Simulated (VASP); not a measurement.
Set up this calculation in VASP 6.6.1, as the native input.

```yaml
Task: single point
Functional: PBE
Dispersion: D3(BJ)
Potentials_or_basis: VASP PAW PBE potentials, release 64 (Mo_sv, S)
Cutoff: 520 eV
k_mesh: 12 × 12 × 2
Occupations: gaussian, width 0.05 eV
Spin: no spin polarisation
Dipole_correction: no
Further_INCAR_settings: ALGO = Normal; EDIFF = 1e-06; NBANDS = 35
```

The structure of MoS2 lies in POSCAR:

```
MoS2
1.0
    3.1493510250     -0.0000227882     -0.0001903731
   -1.5746952477      2.7274156595     -0.0001761205
   -0.0007308661     -0.0012027150     12.0897486865
Mo S
2 4
Direct
    0.3336296678      0.6673233302      0.2500251241
    0.6663728992      0.3326734737      0.7499748839
    0.3329140261      0.6658888459      0.6204583610
    0.6668445832      0.3338812855      0.1205081971
    0.3331563376      0.6661234218      0.8794916528
    0.6670824861      0.3341096429      0.3795417811
```

One way to write it, as run:

INCAR

```
SYSTEM = MoS2
ALGO = Normal
EDIFF = 1E-6
ENCUT = 520
GGA = PE
ISIF = 2
ISMEAR = 0
IVDW = 12
LASPH = .TRUE.
LCHARG = .FALSE.
LREAL = .FALSE.
LWAVE = .FALSE.
NBANDS = 35
NELM = 80
PREC = Accurate
SIGMA = 0.05
```

KPOINTS

```
k-points
0
G
  12 12 2
  0 0 0
```

Potentials or basis: VASP PAW PBE potentials, release 64 (Mo_sv, S).

The run is started by

```console
$ cat potpaw_PBE.64/Mo_sv/POTCAR potpaw_PBE.64/S/POTCAR > POTCAR
$ mpirun -np 1 vasp_std > vasp.out
```

Results of the run:

```json
{
  "Pressure": "-0.1 GPa",
  "Largest force": "0.014 eV/Å",
  "Band gap on the k mesh": "0.80 eV (least direct gap 1.70 eV)",
  "Dispersion energy per atom": "-0.438 eV"
}
```

It took 18 min on 1 thread of Intel Xeon 8259CL (shared host), peak memory 0.53 GiB.
